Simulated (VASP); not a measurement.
Wanted: the native input for a VASP 6.6.1 run.

- Task: single point
- Functional: PBEsol
- Potentials or basis: VASP PAW PBE potentials, release 64 (Hf_pv, N)
- Cutoff: 520 eV
- k mesh: 15 × 15 × 15
- Occupations: fermi-dirac, width 0.08 eV
- Spin: no spin polarisation
- Dipole correction: no
- Further INCAR settings: ALGO = Normal; EDIFF = 1e-06; NBANDS = 14

The structure of HfN (rocksalt type) lies in POSCAR:

```
HfN
1.0
    0.0000000000      2.2507575181      2.2507575181
    2.2507575181      0.0000000000      2.2507575181
    2.2507575181      2.2507575181      0.0000000000
Hf N
1 1
Direct
    0.0000000000      0.0000000000      0.0000000000
    0.5000000000      0.5000000000      0.5000000000
```

The input as run:

INCAR

```
PREC = Accurate
ENCUT = 520
EDIFF = 1E-6
ISMEAR = -1
SIGMA = 0.08
LREAL = False
LASPH = True
NELM = 80
ALGO = Normal
ISIF = 2
LWAVE = False
LCHARG = True
GGA = PS
LELF = True
LVHAR = True
NBANDS = 14
```

KPOINTS

```
Automatic mesh
0
Gamma
  15 15 15
```

Potentials or basis: VASP PAW PBE potentials, release 64 (Hf_pv, N).

The run is started by

```bash
$ cat potpaw_PBE.64/Hf_pv/POTCAR potpaw_PBE.64/N/POTCAR > POTCAR
$ mpirun -np 1 vasp_std > vasp.out
```

Results of the run:

```
Pressure : -2.1 GPa
```

Caveat: the PAW data sets were made with another functional, which shifts forces and pressure a little.

Run time: 25 s on 1 thread of Intel(R) Xeon(R) Platinum 8259CL CPU @ 2.50GHz (Skylake/Cascade Lake) (shared host), peak memory 0.17 GiB.
